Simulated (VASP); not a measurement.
Input of a VASP 6.6.1 run:

INCAR

```
SYSTEM = Ta
PREC = Accurate
ENCUT = 520
EDIFF = 1E-7
ISMEAR = -1
SIGMA = 0.1
LREAL = .FALSE.
LASPH = .TRUE.
NELM = 80
ALGO = Normal
ISIF = 2
LWAVE = .FALSE.
LCHARG = .TRUE.
GGA = CA
LELF = .TRUE.
LVHAR = .TRUE.
NBANDS = 12
```

Contents of KPOINTS:

```
regular mesh
0
G
  8 8 8
  0 0 0
```

POSCAR

```
Ta
1.0
   -1.6512800000      1.6512800000      1.6512800000
    1.6512800000     -1.6512800000      1.6512800000
    1.6512800000      1.6512800000     -1.6512800000
Ta
1
Direct
    0.0000000000      0.0000000000      0.0000000000
```

Potentials or basis: VASP PAW LDA potentials, release 64 (Ta_pv).

Command:

```sh
$ cat potpaw_LDA.64/Ta_pv/POTCAR > POTCAR
$ mpirun -np 1 vasp_std > vasp.out
```

Task: Estimate the pressure.

Result: -9.6 GPa.
